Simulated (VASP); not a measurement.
Wanted: the native input for a VASP 6.6.1 run.

- Task: single point
- Functional: HSE06
- Potentials or basis: VASP PAW PBE potentials, release 64 (Au, Cu)
- Cutoff: 520 eV
- k mesh: 4 × 4 × 4
- Occupations: fermi-dirac, width 0.05 eV
- Spin: no spin polarisation
- Dipole correction: no
- Grid for exact exchange (PRECFOCK): Normal
- Further INCAR settings: ALGO = Normal; EDIFF = 1e-06; NBANDS = 30
- Share of exact exchange: 0.25
- Screening parameter: 0.2079 1/Å

Cu3Au:

```
CELL_PARAMETERS angstrom
3.74000 0.00000 0.00000
0.00000 3.74000 0.00000
0.00000 0.00000 3.74000
ATOMIC_POSITIONS crystal
Au 0.00000 0.00000 0.00000
Cu 0.50000 0.50000 0.00000
Cu 0.50000 0.00000 0.50000
Cu 0.00000 0.50000 0.50000
```

The input as run:

POSCAR

```
Cu3Au
1.0
    3.7400000000      0.0000000000      0.0000000000
    0.0000000000      3.7400000000      0.0000000000
    0.0000000000      0.0000000000      3.7400000000
Au Cu
1 3
Direct
    0.0000000000      0.0000000000      0.0000000000
    0.5000000000      0.5000000000      0.0000000000
    0.5000000000      0.0000000000      0.5000000000
    0.0000000000      0.5000000000      0.5000000000
```

INCAR.step1

```
SYSTEM = Cu3Au
ALGO = Normal ; EDIFF = 1E-5
ENCUT = 520 ; GGA = PE
GGA_COMPAT = .FALSE. ; ISIF = 2
ISMEAR = -1 ; LASPH = .TRUE.
LREAL = .FALSE. ; LWAVE = .TRUE.
NBANDS = 30 ; NELM = 120
PREC = Accurate ; SIGMA = 0.05
```

INCAR.step2

```
SYSTEM = Cu3Au
ALGO = Normal ; EDIFF = 1E-6
ENCUT = 520 ; GGA = PE
GGA_COMPAT = .FALSE. ; HFSCREEN = 0.2079
ISIF = 2 ; ISMEAR = -1
ISTART = 1 ; LASPH = .TRUE.
LCHARG = .TRUE. ; LELF = .TRUE.
LHFCALC = .TRUE. ; LREAL = .FALSE.
LVHAR = .TRUE. ; LWAVE = .FALSE.
NBANDS = 30 ; NELM = 120
PREC = Accurate ; PRECFOCK = Normal
SIGMA = 0.05
```

KPOINTS

```
k-points
0
G
  4 4 4
  0 0 0
```

Potentials or basis: VASP PAW PBE potentials, release 64 (Au, Cu).

Run with:

```console
$ cat potpaw_PBE.64/Au/POTCAR potpaw_PBE.64/Cu/POTCAR > POTCAR
$ cp INCAR.step1 INCAR
$ mpirun -np 1 vasp_std > vasp.out
$ cp INCAR.step2 INCAR
$ mpirun -np 1 vasp_std > vasp.out
```

It gave:

```json
{"Pressure": "3.2 GPa", "Band gap on the k mesh": "zero (bands 22 and 23 overlap by 2.80 eV)"}
```

Caveat: the k points lie up to 0.42 Å⁻¹ apart, too coarse for converged energies and pressures of a metal; the PAW data sets were made with another functional, which shifts forces and pressure a little; spin-orbit coupling is left out, which moves the levels of the heavy elements.

Run time: 120 min on 1 thread of AMD EPYC 7R43 64-Core Processor (Zen 3), on a shared host, peak memory 0.26 GiB.
